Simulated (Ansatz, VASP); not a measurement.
# Two plane-wave programs on CaO

```xyz
2
Lattice="0.0000 2.4153 2.4153 2.4153 0.0000 2.4153 2.4153 2.4153 0.0000" Properties=species:S:1:pos:R:3 pbc="T T T"
Ca    0.0000    0.0000    0.0000
O     2.4153    2.4153    2.4153
```

Alike in both runs: functional PBE; k mesh 12 × 12 × 12; occupations fermi-dirac, width 0.05 eV; no spin polarisation.

Ansatz relaxed the structure, and its values are those at the end. VASP's run is a single point on that final structure, the one shown.

|  | VASP | Ansatz |
| --- | --- | --- |
| version | VASP 6.6.1 | Ansatz 0.2.0 |
| potentials or method | VASP PAW PBE potentials, release 64 (Ca_sv, O) | PAW with Ansatz's default frozen-core files, scalar-relativistic |
| plane-wave cutoff (eV) | 520 | 420 |
| valence electrons in the cell | 16 | 16 |

Ansatz gave:

| Property | Result |
| --- | --- |
| pressure (GPa) | 0.0 |

Task: Which values does VASP return?

Result: Pressure (GPa): 0.5.

The functional is the same, so the differences come from potentials, cutoffs and numerics.
